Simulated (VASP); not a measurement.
A run of VASP 6.6.1 is set up as follows.

The input INCAR:

```
PREC = Accurate
ENCUT = 520
EDIFF = 1E-7
ISMEAR = 0
SIGMA = 0.1
LREAL = False
LASPH = True
NELM = 80
ALGO = Normal
ISIF = 2
LWAVE = False
LCHARG = False
GGA = PE
IVDW = 12
NBANDS = 50
```

The input KPOINTS:

```
regular mesh
0
Gamma
  10 10 4
```

File POSCAR:

```
SnO
1.0
    2.6853815615     -2.6853740975      0.0000000000
    2.6853815615      2.6853740975      0.0000000000
    0.0000000000      0.0000000000      9.5829518208
Sn O
4 4
Direct
   -0.0000639948      0.0000639948      0.0008053968
    0.0000639948     -0.0000639948      0.5008053968
    0.5000637279      0.4999362721      0.2561940628
    0.4999362721      0.5000637279      0.7561940628
    1.0000714463      0.4999284107      0.3785002701
   -0.0000714463      0.5000715893      0.8785002701
    0.5000715893     -0.0000714463      0.3785002701
    0.4999284107      1.0000714463      0.8785002701
```

Potentials or basis: VASP PAW PBE potentials, release 64 (Sn_d, O).

Launch:

```console
$ cat potpaw_PBE.64/Sn_d/POTCAR potpaw_PBE.64/O/POTCAR > POTCAR
$ mpirun -np 1 vasp_std > vasp.out
```

(1) Estimate the dispersion energy per atom.

(2) Predict the pressure.

(3) What does it give for the band gap on the k mesh?

(4) Predict the largest force.

## Answers

(1) -0.238 eV.

(2) 1.4 GPa.

(3) zero (bands 40 and 41 overlap by 0.18 eV).

(4) 0.082 eV/Å.

Caveat: the cell differs from its parent crystal (biaxial strain in the a-b plane: -1.0 %, then relaxed in part); semilocal functionals underestimate gaps, so a narrow gap can read as zero; spin-orbit coupling is left out, which moves the levels of the heavy elements.
